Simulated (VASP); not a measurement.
A run of VASP 6.6.1 is set up as follows.

The input INCAR:

```
ALGO = Normal
EDIFF = 1E-6
ENCUT = 520
GGA = PE
ISIF = 2
ISMEAR = 0
LASPH = True
LCHARG = False
LREAL = Auto
LWAVE = False
NBANDS = 76
NELM = 80
PREC = Accurate
SIGMA = 0.1
```

File KPOINTS:

```
k-points
0
Gamma
  2 2 2
```

File POSCAR:

```
MgZn3Se3S
1.0
   -0.0002122331      0.0001533497     -6.6077546995
    0.0005530546     -7.0163425351      0.0001618527
   -8.1039949605      0.0001793464      0.0001604560
Mg Zn Se S
2 6 6 2
Direct
    0.5056508942      0.8497810887      0.4999631943
    0.0056772757      0.1502030335      0.0000461170
    0.5044249847      0.3312455928      0.2566262378
    0.5044464878      0.3311926387      0.7431988363
    0.4867618398      0.8249007717     -0.0000441162
    0.0044838144      0.6687864410      0.7568035161
    0.0044897833      0.6687767043      0.2433611913
    0.9866968960      0.1750796726      0.5000420748
    0.6127417651      0.1593339964     -0.0000790235
    0.6287842663      0.6636539647      0.2446128195
    0.6287874987      0.6636226738      0.7553078754
    0.1127396399      0.8406773260      0.5000883544
    0.1287461650      0.3363641012      0.2554007559
    0.1287638840      0.3363665302      0.7446945073
    0.6283872625      0.1815890742      0.4999063061
    0.1284175430      0.8184263904      0.0000713535
```

Potentials or basis: VASP PAW PBE potentials, release 64 (Mg, Zn, Se, S).

Launch:

```sh
$ cat potpaw_PBE.64/Mg/POTCAR potpaw_PBE.64/Zn/POTCAR potpaw_PBE.64/Se/POTCAR potpaw_PBE.64/S/POTCAR > POTCAR
$ mpirun -np 1 vasp_std > vasp.out
```

Task: What does it give for the band gap on the k mesh?

Result: 1.69 eV, direct.

Task: What does it give for the largest force?

Result: 0.026 eV/Å.

Task: Estimate the pressure.

Result: 0.1 GPa.

Forces in eV/Å, atoms in the order of the input:
```
Mg  -0.001 -0.003  0.000
Mg   0.001  0.002  0.001
Zn  -0.002  0.006 -0.004
Zn   0.001  0.005 -0.003
Zn   0.000 -0.004  0.006
Zn  -0.001 -0.005 -0.002
Zn   0.002 -0.006 -0.003
Zn   0.000  0.004  0.005
Se   0.000 -0.004 -0.018
Se  -0.021 -0.014  0.005
Se   0.020 -0.015  0.006
Se   0.001  0.004 -0.017
Se   0.021  0.015  0.004
Se  -0.020  0.015  0.006
S   -0.001  0.017  0.008
S    0.000 -0.016  0.007
```

Caveat: the k points lie up to 0.48 Å⁻¹ apart. PBE gaps usually lie below the measured ones, often by a third to a half.
